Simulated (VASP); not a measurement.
# CuO (P1) in VASP: settings compared, part 2 of 2

VASP 6.6.1.

### 4 Single point, PBE+U

Input file INCAR:

```
PREC     = Accurate       # precision mode
ENCUT    = 520            # plane-wave cutoff, eV
EDIFF    = 1E-6           # SCF threshold, eV
ISMEAR   = -1             # smearing method
SIGMA    = 0.05           # smearing width, eV
LREAL    = False          # projectors in reciprocal space
LASPH    = True           # aspherical terms in the spheres
NELM     = 150            # most SCF steps
ALGO     = Fast           # electronic algorithm
ISIF     = 2              # what is computed and relaxed
LWAVE    = False          # write WAVECAR
LCHARG   = False          # write CHGCAR
LMAXMIX  = 4              # l up to which the mixer works
LDAU     = True           # DFT+U
LDAUTYPE = 2            
LDAUL    = 2 -1           # shell
LDAUU    = 5.3 0          # U, eV
LDAUJ    = 0 0          
LDAUPRINT= 1            
GGA      = PE             # functional
NBANDS   = 25             # bands
```

Input file KPOINTS:

```
Automatic mesh
0
Gamma
  10 10 6
```

Input file POSCAR:

```
CuO
1.0
    0.0000000000     -2.1165600000     -2.1165600000
   -2.1165600000      0.0000000000     -2.1165600000
    2.1165600000      2.1165600000     -4.2331200000
Cu O
2 2
Direct
    0.5038875400      0.4769880100      0.4880064000
    0.0038875400      0.9769880100      0.9880064000
    0.7461124600      0.7730119900      0.7619936000
    0.2461124600      0.2730119900      0.2619936000
```

Potentials or basis: VASP PAW PBE potentials, release 64 (Cu, O).

Command:

```
$ cat potpaw_PBE.64/Cu/POTCAR potpaw_PBE.64/O/POTCAR > POTCAR
$ mpirun -np 1 vasp_std > vasp.out
```

OUTCAR:

```text
PREC = Accurate
   ENCUT = 520
   EDIFF = 1E-6
   ISMEAR = -1
   LREAL = False
   LASPH = True
   NELM = 150
   ISIF = 2
   GGA = PE

 ion  position               nearest neighbor table
   1  0.504  0.477  0.488-   4 1.94   4 2.06   3 2.08   4 2.17   3 2.19   3 2.30
   2  0.004  0.977  0.988-   3 1.94   3 2.06   4 2.08   3 2.17   4 2.19   4 2.30
   3  0.746  0.773  0.762-   2 1.94   2 2.06   1 2.08   2 2.17   1 2.19   1 2.30
   4  0.246  0.273  0.262-   1 1.94   1 2.06   2 2.08   1 2.17   2 2.19   2 2.30

  LATTYP: Found a trigonal (rhomboedric) cell.
 ALAT       =     5.1844920100
 COS(alpha) =     0.8333333333

  Lattice vectors:

 A1 = (   2.1165600000,   4.2331200000,  -2.1165600000)
 A2 = (   4.2331200000,   2.1165600000,  -2.1165600000)
 A3 = (   2.1165600000,   2.1165600000,  -4.2331200000)

Analysis of symmetry for initial positions (statically):
=====================================================================
 Subroutine PRICEL returns following result:

  LATTYP: Found a face centered cubic cell.
 ALAT       =     4.2331200000

  Lattice vectors:
[... 273 lines left out ...]
  ext. energy  EPLUGINS =         0.00000000
  ---------------------------------------------------
  free energy    TOTEN  =       -15.29597984 eV

  energy without entropy =      -15.27314841  energy(sigma->0) =      -15.28456412

 E-fermi :   5.4493     XC(G=0): -12.3475

 val. band max:        5.4444197912   @ k =   0.0000   0.0000   0.5000
 cond. band min:       5.4493480317   @ k =   0.5000   0.2000   0.0000
 fundamental gap:      0.0049282405
 Fermi energy:         5.4493139089

 k-point     1 :       0.0000    0.0000    0.0000
  band No.  band energies     occupation
      1     -13.6303      2.00000
      2     -12.4180      2.00000
      3      -1.6547      2.00000
      4       0.3516      2.00000
      5       0.5014      2.00000
      6       1.7408      2.00000
[... 661 lines left out ...]
     24      17.4628      0.00000
     25      20.1131      0.00000

 [... further k-points ...]
[... 5 lines left out ...]
  --------------------------------------------------------------------------------------
  -------------------------------------------------------------------------------------
  Total       -0.2302510     -0.0655284      1.2322699      0.0460247      0.2069810     -0.1393672
  in kB       -9.7265836     -2.7681403     52.0552652      1.9442411      8.7435799     -5.8873459
  external PRESSURE =      13.1868471 kB  Pullay stress =       0.0000000 kB

 VOLUME and BASIS-vectors are now :
 -----------------------------------------------------------------------------
  energy-cutoff  :      520.00
  volume of cell :       37.93
      direct lattice vectors                 reciprocal lattice vectors
     0.000000000 -2.116560000 -2.116560000     0.118116189 -0.354348566 -0.118116189
    -2.116560000  0.000000000 -2.116560000    -0.354348566  0.118116189 -0.118116189
     2.116560000  2.116560000 -4.233120000     0.118116189  0.118116189 -0.118116189

 POSITION                                       TOTAL-FORCE (eV/Angst)
 -----------------------------------------------------------------------------------
      0.02332     -0.03361     -4.14187        -0.217900      0.311969     -1.084515
      0.02332      2.08295     -6.25843        -0.217900      0.311969     -1.084515
     -0.02332      0.03361     -6.44093         0.217900     -0.311969      1.084515
     -0.02332      0.03361     -2.20781         0.217900     -0.311969      1.084515
 -----------------------------------------------------------------------------------
    total drift:                               -0.000704     -0.000077     -0.003392

  FREE ENERGIE OF THE ION-ELECTRON SYSTEM (eV)
  ---------------------------------------------------
  free  energy   TOTEN  =       -15.2959798405 eV

  energy  without entropy=      -15.2731484077  energy(sigma->0) =      -15.28456412
```

It took 3.6 min on 1 thread of Oxide Virtual Turin-like, shared host; peak memory 0.31 GiB.

What came out:

| Quantity | Value |
| --- | --- |
| Free energy | -15.2960 eV |
| Pressure | 1.3 GPa |
| Largest force | 1.149 eV/Å |
| Band gap on the k mesh | zero (bands 17 and 18 overlap by 1.20 eV) |

Forces in eV/Å, atoms in the order of the input:
```
Cu  -0.218  0.312 -1.085
Cu  -0.218  0.312 -1.085
O    0.218 -0.312  1.085
O    0.218 -0.312  1.085
```

Stress tensor (GPa, compression positive):
```
-0.97  0.19 -0.59
 0.19 -0.28  0.87
-0.59  0.87  5.21
```

Levels at points of the mesh, in eV from the Fermi level:
```
           k point  band 13  band 14  band 15  band 16  band 17  band 18  band 19  band 20  band 21  band 22
(0.00, 0.00, 0.00)    -2.09    -1.51    -1.44    -1.04     0.56     0.71     2.19     6.68    10.14    14.74
(0.50, 0.00, 0.00)    -2.28    -2.28    -0.89    -0.89    -0.33    -0.33     7.94     7.94    10.27    10.27
(0.00, 0.50, 0.00)    -2.19    -2.19    -0.73    -0.73    -0.33    -0.33     7.95     7.95    10.22    10.22
(0.50, 0.50, 0.00)    -2.60    -2.24    -2.10    -1.91     0.54     0.68     6.45     6.69    10.14    11.52
(0.00, 0.00, 0.50)    -2.38    -2.38    -0.16    -0.16     0.00     0.00     4.90     4.90    12.62    12.62
(0.50, 0.00, 0.50)    -2.53    -2.12    -1.93    -1.81     0.53     0.60     6.49     6.71    10.14    11.32
(0.00, 0.50, 0.50)    -2.51    -2.05    -1.91    -1.80     0.70     0.77     6.50     6.65    10.13    11.30
(0.50, 0.50, 0.50)    -2.28    -2.28    -0.84    -0.84    -0.50    -0.50     7.91     7.91    10.36    10.36
```

Eigenvalues of the final occupation matrices:
```
    site  spin  trace               eigenvalues
site 1 d     1   4.67  0.87 0.89 0.97 0.97 0.97
site 1 d     2   4.67  0.87 0.89 0.97 0.97 0.97
site 2 d     1   4.67  0.87 0.89 0.97 0.97 0.97
site 2 d     2   4.67  0.87 0.89 0.97 0.97 0.97
```

Caveat: the stress differs along the axes, from -1 to 5 GPa; U without spin polarisation on a metal has little footing; forces of over 1 eV/Å act on the atoms, so gaps and moduli don't describe the material at rest.

### 5 Overview

| task | level | U | cell | cutoff (eV) | gap on the mesh (eV) | pressure (GPa) | relaxed volume (Å³/atom) | largest force (eV/Å) |
| --- | --- | --- | --- | --- | --- | --- | --- | --- |
| relaxation of cell and atoms | PBE | - | relaxed | 600 | none | 0.0 | 9.57 | 0.01 |
| relaxation of cell and atoms | BLYP | - | relaxed | 600 | none | 0.0 | 9.99 | - |
| single point | PBE+U | Cu d U = 5.3 eV | as given | 520 | none | 1.3 | - | 1.15 |

Alike in all rows: potentials or basis VASP PAW PBE potentials, release 64 (Cu, O); no spin polarisation; k mesh 10 × 10 × 6; smearing fermi-dirac 0.05 eV.

Caveats: semilocal functionals often make such compounds metallic where correlation or magnetic order opens a gap, which also shifts bond lengths (at least some runs); the PAW data sets were made with another functional, which shifts forces and pressure a little (at least some runs); the stress differs along the axes, from -1 to 5 GPa (at least some runs); U without spin polarisation on a metal has little footing (at least some runs); forces of over 1 eV/Å act on the atoms, so gaps and moduli don't describe the material at rest (at least some runs).

Absolute energies hang on the potentials; compare differences alone.

The gap in the log of VASP goes by the Fermi energy; the results here count the filled bands.